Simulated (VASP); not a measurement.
Here is a VASP 6.6.1 calculation.

Contents of INCAR:

```
SYSTEM = C
  PREC = Accurate
  ENCUT = 520
  EDIFF = 1E-6
  ISMEAR = 0
  SIGMA = 0.1
  LREAL = .False.
  LASPH = .True.
  NELM = 100
  ALGO = Normal
  ISIF = 2
  LWAVE = .False.
  LCHARG = .False.
  LDIPOL = .True.
  IDIPOL = 3
  DIPOL = 0.5 0.5 0.500
  GGA = PE
  IVDW = 12
  NBANDS = 11
```

File KPOINTS:

```
Automatic mesh
0
Gamma
  21 21 1
  0 0 0
```

POSCAR

```
C
1.0
    2.4230000000      0.0000000000      0.0000000000
   -1.2115000000      2.0983795534      0.0000000000
    0.0000000000      0.0000000000     26.0024170307
C
2
Direct
    0.6666666667      0.3333333333      0.5027497444
    0.3333333333      0.6666666667      0.4972502556
```

Potentials or basis: VASP PAW PBE potentials, release 64 (C).

Launch:

```bash
$ cat potpaw_PBE.64/C/POTCAR > POTCAR
$ mpirun -np 1 vasp_std > vasp.out
```

Q: Estimate the band gap on the k mesh.

A: Zero (filled and empty bands touch).

Q: What does it give for the dispersion energy per atom?

A: -0.089 eV.

Q: Estimate the largest force.

A: 2.385 eV/Å.

Forces in eV/Å, atoms in the order of the input:
```
C    0.000  0.000 -2.385
C    0.000  0.000  2.385
```
